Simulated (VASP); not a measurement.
Set up this calculation in VASP 6.6.1, as the native input.

| Item | Value |
| --- | --- |
| Task | single point |
| Functional | PBE |
| Potentials or basis | VASP PAW PBE potentials, release 64 (Ga_d, As) |
| Cutoff | 520 eV |
| k mesh | 16 × 16 × 16 |
| Occupations | gaussian, width 0.1 eV |
| Spin | no spin polarisation |
| Dipole correction | no |
| Further INCAR settings | ALGO = Fast; EDIFF = 1e-06; NBANDS = 30 |

The structure of Ga3As lies in POSCAR:

```
Ga3As
1.0
   -2.1698112509      2.1698112509      4.1540197991
    2.1698112509     -2.1698112509      4.1540197991
    2.1698112509      2.1698112509     -4.1540197991
Ga As
3 1
Direct
    0.5000000000      0.5000000000      0.0000000000
    0.2500000000      0.7500000000      0.5000000000
    0.7500000000      0.2500000000      0.5000000000
    0.0000000000      0.0000000000      0.0000000000
```

These files were run (other wordings do the same):

INCAR

```
SYSTEM = Ga3As
PREC     = Accurate       ! precision mode
ENCUT    = 520            ! plane-wave cutoff, eV
EDIFF    = 1E-6           ! SCF threshold, eV
ISMEAR   = 0              ! smearing method
SIGMA    = 0.1            ! smearing width, eV
LREAL    = .False.        ! projectors in reciprocal space
LASPH    = .True.         ! aspherical terms in the spheres
NELM     = 60             ! most SCF steps
ALGO     = Fast           ! electronic algorithm
ISIF     = 2              ! what is computed and relaxed
LWAVE    = .False.        ! write WAVECAR
LCHARG   = .False.        ! write CHGCAR
GGA      = PE             ! functional
NBANDS   = 30             ! bands
```

KPOINTS

```
Automatic mesh
0
Gamma
  16 16 16
  0 0 0
```

Potentials or basis: VASP PAW PBE potentials, release 64 (Ga_d, As).

Command:

```console
$ cat potpaw_PBE.64/Ga_d/POTCAR potpaw_PBE.64/As/POTCAR > POTCAR
$ mpirun -np 1 vasp_std > vasp.out
```

Results of the run:

```
Pressure               : 0.1 GPa
Band gap on the k mesh : zero (bands 22 and 23 overlap by 4.12 eV)
```

Wall time 6.9 min on 1 thread of Intel(R) Xeon(R) 6975P-C (Granite Rapids), on a shared host, peak memory 0.76 GiB.
